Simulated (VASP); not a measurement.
Here is a VASP 6.6.1 calculation.

File INCAR:

```
PREC = Accurate
ENCUT = 520
EDIFF = 1E-7
ISMEAR = 0
SIGMA = 0.1
LREAL = False
LASPH = True
NELM = 100
ALGO = Normal
ISIF = 2
LWAVE = False
LCHARG = False
GGA = PE
NBANDS = 16
```

Contents of KPOINTS:

```
regular mesh
0
Gamma
  12 12 12
```

File POSCAR:

```
Te2As
1.0
    0.0000000000      3.5494081593      3.5494081593
    3.5494081593      0.0000000000      3.5494081593
    3.5494081593      3.5494081593      0.0000000000
Te As
2 1
Direct
    0.2500000000      0.2500000000      0.2500000000
    0.7500000000      0.7500000000      0.7500000000
    0.0000000000      0.0000000000      0.0000000000
```

Potentials or basis: VASP PAW PBE potentials, release 64 (Te, As).

Run with:

```console
$ cat potpaw_PBE.64/Te/POTCAR potpaw_PBE.64/As/POTCAR > POTCAR
$ mpirun -np 1 vasp_std > vasp.out
```

Q: What does it give for the pressure?

A: 0.0 GPa.
